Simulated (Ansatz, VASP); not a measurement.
# PbO: VASP beside Ansatz

```
CELL_PARAMETERS angstrom
3.96322 0.00000 0.00000
0.00000 3.96322 0.00000
0.00000 0.00000 4.97637
ATOMIC_POSITIONS crystal
Pb 0.00000 0.50000 0.24000
Pb 0.50000 0.00000 0.76000
O 0.00000 0.00000 0.00000
O 0.50000 0.50000 0.00000
```

Alike in both runs: task single point; functional r2SCAN; k mesh 4 × 4 × 4; no spin polarisation.

```csv
,VASP,Ansatz
version,VASP 6.6.1,Ansatz 0.2.0
potentials or method,"VASP PAW PBE potentials, release 64 (Pb_d, O), cutoff 520 eV","plane waves, PAW"
occupations,"gaussian, width 0.01 eV",fixed
valence electrons in the cell,40,40
```

Ansatz gave:

```
gap on the k mesh at the Fermi level (eV)                     : 1.42
pressure (GPa)                                                : 1.5
traceless stress, the component that is largest in VASP (GPa) : -0.41
```

Problem. What did VASP give for the same quantities?

Solution. gap on the k mesh at the Fermi level (eV): 1.42; pressure (GPa): 2.0; traceless stress, the component that is largest in VASP (GPa): -0.52.

VASP's potentials were made for PBE, not for r2SCAN.

Neither program's run includes spin-orbit coupling.
